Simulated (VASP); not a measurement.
# ZrN (Fm-3m) in VASP: a series of runs

Runs on ZrN. Level: LDA. Tasks: electric field gradients.

Program: VASP 6.6.1. These are calculated values, not measurements. Logs are shortened: lines on timing, memory, paths and dates and some standing lists are left out, and cuts for length are marked.

## (1) The cell of the first run

Symmetry: Fm-3m, No. 225, cubic system. Conventional cell: a = 4.629 Å, b = 4.629 Å, c = 4.629 Å, α = 90.00°, β = 90.00°, γ = 90.00°. Zr (site symmetry m-3m) has 6 N at 2.31 Å within 3.1 Å. N (site symmetry m-3m) has 6 Zr at 2.31 Å within 3.1 Å.

## (2) Electric field gradients, LDA (volume scaled by 1.04)

INCAR

```
SYSTEM = ZrN
PREC = Accurate ; ENCUT = 520
EDIFF = 1E-8 ; ISMEAR = -1
SIGMA = 0.03 ; LREAL = .False.
LASPH = .True. ; NELM = 120
ALGO = Normal ; ISIF = 2
LWAVE = .False. ; LCHARG = .False.
GGA = CA ; LEFG = .True.
NBANDS = 16 ; GGA_COMPAT = .False.
```

KPOINTS

```
Automatic mesh
0
Gamma
  9 9 9
  0 0 0
```

POSCAR

```
ZrN
1.0
    0.0000000000      2.3142891050      2.3142891050
    2.3142891050      0.0000000000      2.3142891050
    2.3142891050      2.3142891050      0.0000000000
Zr N
1 1
Direct
    0.0000000000      0.0000000000      0.0000000000
    0.5000000000      0.5000000000      0.5000000000
```

Potentials or basis: VASP PAW LDA potentials, release 64 (Zr_sv, N).

Command:

```sh
$ cat potpaw_LDA.64/Zr_sv/POTCAR potpaw_LDA.64/N/POTCAR > POTCAR
$ mpirun -np 1 vasp_std > vasp.out
```

OUTCAR:

```text
SYSTEM = ZrN
   PREC = Accurate
   ENCUT = 520
   EDIFF = 1E-8
   ISMEAR = -1
   LREAL = .False.
   LASPH = .True.
   NELM = 120
   ISIF = 2
   GGA = CA

 ion  position               nearest neighbor table
   1  0.000  0.000  0.000-   2 2.31   2 2.31   2 2.31   2 2.31   2 2.31   2 2.31
   2  0.500  0.500  0.500-   1 2.31   1 2.31   1 2.31   1 2.31   1 2.31   1 2.31

  LATTYP: Found a face centered cubic cell.
 ALAT       =     4.6285782100

  Lattice vectors:

 A1 = (   0.0000000000,   2.3142891050,   2.3142891050)
 A2 = (   2.3142891050,   0.0000000000,   2.3142891050)
 A3 = (   2.3142891050,   2.3142891050,   0.0000000000)

Analysis of symmetry for initial positions (statically):
=====================================================================
 Subroutine PRICEL returns:
 Original cell was already a primitive cell.

 Routine SETGRP: Setting up the symmetry group for a
 face centered cubic supercell.

 Subroutine GETGRP returns: Found 48 space group operations
 (whereof 48 operations were pure point group operations)
 out of a pool of 48 trial point group operations.

The static configuration has the point symmetry O_h .

Analysis of symmetry for dynamics (positions and initial velocities):
=====================================================================
 Subroutine PRICEL returns:
 Original cell was already a primitive cell.

 Routine SETGRP: Setting up the symmetry group for a
 face centered cubic supercell.

 Subroutine GETGRP returns: Found 48 space group operations
 (whereof 48 operations were pure point group operations)
 out of a pool of 48 trial point group operations.

The dynamic configuration has the point symmetry O_h .

 Subroutine INISYM returns: Found 48 space group operations
 (whereof 48 operations are pure point group operations),
 and found     1 'primitive' translations

----------------------------------------------------------------------------------------

                                     Primitive cell

  volume of cell :      24.7904

  direct lattice vectors                    reciprocal lattice vectors
[... 121 lines left out ...]
 maximum number of plane-waves:       680
   NGX = 13   NGY = 13   NGZ = 13

 number of electron      17.0000000 magnetization

 Free energy of the ion-electron system (eV)
  ---------------------------------------------------
  ext. energy  EPLUGINS =         0.00000000
  ---------------------------------------------------
  free energy    TOTEN  =       -22.34228903 eV

  energy without entropy =      -22.33821234  energy(sigma->0) =      -22.34025068

 E-fermi :  11.3194     XC(G=0): -12.6350

 val. band max:       11.2871416351   @ k =   0.1111   0.0000   0.0000
 cond. band min:      11.3341142805   @ k =   0.4444   0.2222   0.1111
 fundamental gap:      0.0469726454
 Fermi energy:        11.3194261300

 k-point     1 :       0.0000    0.0000    0.0000
  band No.  band energies     occupation
      1     -37.9806      2.00000
      2     -15.7740      2.00000
      3     -15.7740      2.00000
      4     -15.7740      2.00000
      5      -4.5403      2.00000
      6       8.7747      2.00000
[... 433 lines left out ...]
      3     -16.0956      2.00000
      4     -16.0956      2.00000
      5      -3.9241      2.00000
      6       6.6436      2.00000
[... 8 lines left out ...]
     15      21.3778      0.00000
     16      26.6086      0.00000

 [... further k-points ...]

------------------------ aborting loop because EDIFF is reached ----------------------------------------

  FORCE on cell =-STRESS in cart. coord.  units (eV):
  Direction    XX          YY          ZZ          XY          YZ          ZX
  --------------------------------------------------------------------------------------
  -------------------------------------------------------------------------------------
  Total       -2.4854462     -2.4854462     -2.4854462     -0.0000000      0.0000000      0.0000000
  in kB     -160.6320233   -160.6320233   -160.6320233     -0.0000000      0.0000000      0.0000000
  external PRESSURE =    -160.6320233 kB  Pullay stress =       0.0000000 kB

 VOLUME and BASIS-vectors are now :
 -----------------------------------------------------------------------------
  energy-cutoff  :      520.00
  volume of cell :       24.79
      direct lattice vectors                 reciprocal lattice vectors
     0.000000000  2.314289105  2.314289105    -0.216049066  0.216049066  0.216049066
     2.314289105  0.000000000  2.314289105     0.216049066 -0.216049066  0.216049066
     2.314289105  2.314289105  0.000000000     0.216049066  0.216049066 -0.216049066

 POSITION                                       TOTAL-FORCE (eV/Angst)
 -----------------------------------------------------------------------------------
      0.00000      0.00000      0.00000         0.000000     -0.000000      0.000000
      2.31429      2.31429      2.31429         0.000000      0.000000      0.000000
 -----------------------------------------------------------------------------------
    total drift:                                0.000000     -0.000000     -0.000000

  FREE ENERGIE OF THE ION-ELECTRON SYSTEM (eV)
  ---------------------------------------------------
  free  energy   TOTEN  =       -22.3422890283 eV

  energy  without entropy=      -22.3382123406  energy(sigma->0) =      -22.34025068

 Electric field gradients (V/A^2)
---------------------------------------------------------------------
 ion       V_xx      V_yy      V_zz      V_xy      V_xz      V_yz
---------------------------------------------------------------------
   1      -0.000     0.000    -0.000    -0.000    -0.000    -0.000
   2      -0.000    -0.000    -0.000    -0.000    -0.000    -0.000
---------------------------------------------------------------------

 Electric field gradients after diagonalization (V/A^2)
 (convention: |V_zz| > |V_xx| > |V_yy|)
----------------------------------------------------------------------
 ion       V_xx      V_yy      V_zz     asymmetry (V_yy - V_xx)/ V_zz
----------------------------------------------------------------------
   1       0.000     0.000    -0.000       0.000
   2       0.000     0.000    -0.000       0.000
----------------------------------------------------------------------

           NMR quadrupolar parameters

 Cq : quadrupolar parameter    Cq=e*Q*V_zz/h
 eta: asymmetry parameters     (V_yy - V_xx)/ V_zz
 Q  : nuclear electric quadrupole moment in mb (millibarn)
----------------------------------------------------------------------
 ion       Cq(MHz)       eta       Q (mb)
----------------------------------------------------------------------
   1      -0.000       0.000       1.000
   2      -0.000       0.000       1.000
----------------------------------------------------------------------
```

Wall time 28 s (1 thread of Intel Xeon 8259CL, shared host); peak memory 0.13 GiB.

What came out:

```
Free energy : -22.3423 eV
Pressure    : -16.1 GPa
```

Caveat: without QUAD_EFG the Cq values of the log hold for a quadrupole moment of 1 mb, not for the nuclei.

## (3) Electric field gradients, LDA (volume scaled by 1.06)

INCAR is that of step 2.

KPOINTS is that of step 2.

POSCAR

```
ZrN
1.0
    0.0000000000      2.3290301974      2.3290301974
    2.3290301974      0.0000000000      2.3290301974
    2.3290301974      2.3290301974      0.0000000000
Zr N
1 1
Direct
    0.0000000000      0.0000000000      0.0000000000
    0.5000000000      0.5000000000      0.5000000000
```

Potentials or basis: VASP PAW LDA potentials, release 64 (Zr_sv, N).

Command:

```sh
$ cat potpaw_LDA.64/Zr_sv/POTCAR potpaw_LDA.64/N/POTCAR > POTCAR
$ mpirun -np 1 vasp_std > vasp.out
```

OUTCAR:

```text
SYSTEM = ZrN
   PREC = Accurate
   ENCUT = 520
   EDIFF = 1E-8
   ISMEAR = -1
   LREAL = .False.
   LASPH = .True.
   NELM = 120
   ISIF = 2
   GGA = CA

 ion  position               nearest neighbor table
   1  0.000  0.000  0.000-   2 2.33   2 2.33   2 2.33   2 2.33   2 2.33   2 2.33
   2  0.500  0.500  0.500-   1 2.33   1 2.33   1 2.33   1 2.33   1 2.33   1 2.33

  LATTYP: Found a face centered cubic cell.
 ALAT       =     4.6580603948

  Lattice vectors:

 A1 = (   0.0000000000,   2.3290301974,   2.3290301974)
[... 668 lines left out ...]
  ---------------------------------------------------
  free  energy   TOTEN  =       -22.2891025089 eV

  energy  without entropy=      -22.2850081625  energy(sigma->0) =      -22.28705534

 Electric field gradients (V/A^2)
---------------------------------------------------------------------
 ion       V_xx      V_yy      V_zz      V_xy      V_xz      V_yz
---------------------------------------------------------------------
   1       0.000    -0.000     0.000    -0.000    -0.000    -0.000
   2       0.000    -0.000     0.000     0.000     0.000     0.000
---------------------------------------------------------------------

 Electric field gradients after diagonalization (V/A^2)
 (convention: |V_zz| > |V_xx| > |V_yy|)
----------------------------------------------------------------------
 ion       V_xx      V_yy      V_zz     asymmetry (V_yy - V_xx)/ V_zz
----------------------------------------------------------------------
   1       0.000     0.000    -0.000       0.000
   2      -0.000    -0.000     0.000       0.000
----------------------------------------------------------------------

           NMR quadrupolar parameters

 Cq : quadrupolar parameter    Cq=e*Q*V_zz/h
 eta: asymmetry parameters     (V_yy - V_xx)/ V_zz
 Q  : nuclear electric quadrupole moment in mb (millibarn)
----------------------------------------------------------------------
 ion       Cq(MHz)       eta       Q (mb)
----------------------------------------------------------------------
   1      -0.000       0.000       1.000
   2       0.000       0.000       1.000
----------------------------------------------------------------------
```

OSZICAR:

```text
N       E                     dE             d eps       ncg     rms          rms(c)
DAV:   1     0.115159580621E+03    0.11516E+03   -0.91508E+03  1120   0.105E+03
DAV:   2    -0.210569302540E+02   -0.13622E+03   -0.12696E+03  1480   0.292E+02
DAV:   3    -0.256653421173E+02   -0.46084E+01   -0.45745E+01  1488   0.508E+01
DAV:   4    -0.257463420337E+02   -0.81000E-01   -0.80982E-01  1464   0.606E+00
DAV:   5    -0.257478285064E+02   -0.14865E-02   -0.14865E-02  1440   0.590E-01    0.200E+01
DAV:   6    -0.225706204394E+02    0.31772E+01   -0.75557E+00  1184   0.246E+01    0.771E+00
DAV:   7    -0.223405235229E+02    0.23010E+00   -0.54675E-01  1232   0.624E+00    0.623E+00
DAV:   8    -0.223065317817E+02    0.33992E-01   -0.29127E-01  1392   0.449E+00    0.325E+00
DAV:   9    -0.222908551796E+02    0.15677E-01   -0.63479E-02  1200   0.230E+00    0.127E+00
DAV:  10    -0.222891232445E+02    0.17319E-02   -0.35621E-03  1296   0.578E-01    0.558E-02
DAV:  11    -0.222891153902E+02    0.78543E-05   -0.21605E-04  1408   0.106E-01    0.781E-02
DAV:  12    -0.222891026678E+02    0.12722E-04   -0.29363E-05  1256   0.432E-02    0.373E-03
DAV:  13    -0.222891025601E+02    0.10768E-06   -0.37306E-07  1384   0.625E-03    0.231E-03
DAV:  14    -0.222891025108E+02    0.49313E-07   -0.41041E-08  1376   0.200E-03    0.597E-04
DAV:  15    -0.222891025089E+02    0.19252E-08   -0.26278E-09   768   0.537E-04
   1 F= -.22289103E+02 E0= -.22287055E+02  d E =-.409435E-02
```

It used 18 s of CPU time on 1 thread of Intel Xeon 8259CL (shared host).

What came out:

* Free energy: -22.2891 eV
* Pressure: -19.9 GPa

Caveat: without QUAD_EFG the Cq values of the log hold for a quadrupole moment of 1 mb, not for the nuclei.

## (4) Electric field gradients, LDA (volume scaled by 1.06)

INCAR

```
  PREC = Accurate
  ENCUT = 520
  EDIFF = 1E-8
  ISMEAR = -1
  SIGMA = 0.03
  LREAL = F
  LASPH = T
  NELM = 120
  ALGO = Normal
  ISIF = 2
  LWAVE = F
  LCHARG = F
  LEFG = T
  NBANDS = 16
  GGA_COMPAT = F
```

KPOINTS

```
Automatic mesh
0
Gamma
  9 9 9
```

POSCAR is that of step 3.

Potentials or basis: VASP PAW LDA potentials, release 64 (Zr_sv, N).

Command:

```sh
$ cat potpaw_LDA.64/Zr_sv/POTCAR potpaw_LDA.64/N/POTCAR > POTCAR
$ mpirun -np 1 vasp_std > vasp.out
```

OUTCAR:

```text
PREC = Accurate
   ENCUT = 520
   EDIFF = 1E-8
   ISMEAR = -1
   LREAL = F
   LASPH = T
   NELM = 120
   ISIF = 2

 ion  position               nearest neighbor table
   1  0.000  0.000  0.000-   2 2.33   2 2.33   2 2.33   2 2.33   2 2.33   2 2.33
   2  0.500  0.500  0.500-   1 2.33   1 2.33   1 2.33   1 2.33   1 2.33   1 2.33

  LATTYP: Found a face centered cubic cell.
 ALAT       =     4.6580603948

  Lattice vectors:

 A1 = (   0.0000000000,   2.3290301974,   2.3290301974)
 A2 = (   2.3290301974,   0.0000000000,   2.3290301974)
 A3 = (   2.3290301974,   2.3290301974,   0.0000000000)
[... 667 lines left out ...]
  free  energy   TOTEN  =       -22.2891025089 eV

  energy  without entropy=      -22.2850081625  energy(sigma->0) =      -22.28705534

 Electric field gradients (V/A^2)
---------------------------------------------------------------------
 ion       V_xx      V_yy      V_zz      V_xy      V_xz      V_yz
---------------------------------------------------------------------
   1       0.000    -0.000     0.000    -0.000    -0.000    -0.000
   2       0.000    -0.000     0.000     0.000     0.000     0.000
---------------------------------------------------------------------

 Electric field gradients after diagonalization (V/A^2)
 (convention: |V_zz| > |V_xx| > |V_yy|)
----------------------------------------------------------------------
 ion       V_xx      V_yy      V_zz     asymmetry (V_yy - V_xx)/ V_zz
----------------------------------------------------------------------
   1       0.000     0.000    -0.000       0.000
   2      -0.000    -0.000     0.000       0.000
----------------------------------------------------------------------

           NMR quadrupolar parameters

 Cq : quadrupolar parameter    Cq=e*Q*V_zz/h
 eta: asymmetry parameters     (V_yy - V_xx)/ V_zz
 Q  : nuclear electric quadrupole moment in mb (millibarn)
----------------------------------------------------------------------
 ion       Cq(MHz)       eta       Q (mb)
----------------------------------------------------------------------
   1      -0.000       0.000       1.000
   2       0.000       0.000       1.000
----------------------------------------------------------------------
```

stdout:

```text
POSCAR found type information on POSCAR ZrN
 POSCAR found :  2 types and       2 ions
 scaLAPACK will be used
 LDA part: xc-table for (Slater(with rela. corr.)+CA(PZ))
 , standard interpolation
 POSCAR, INCAR and KPOINTS ok, starting setup
 FFT: planning ... GRIDC
 FFT: planning ... GRID_SOFT
 FFT: planning ... GRID
 WAVECAR not read
 entering main loop
ion   1

ion   2
```

It used 18 s of CPU time on 1 thread of Intel Xeon 8259CL, with other jobs on the host.

What came out:

* Free energy: -22.2891 eV
* Pressure: -19.9 GPa

Caveat: without QUAD_EFG the Cq values of the log hold for a quadrupole moment of 1 mb, not for the nuclei.
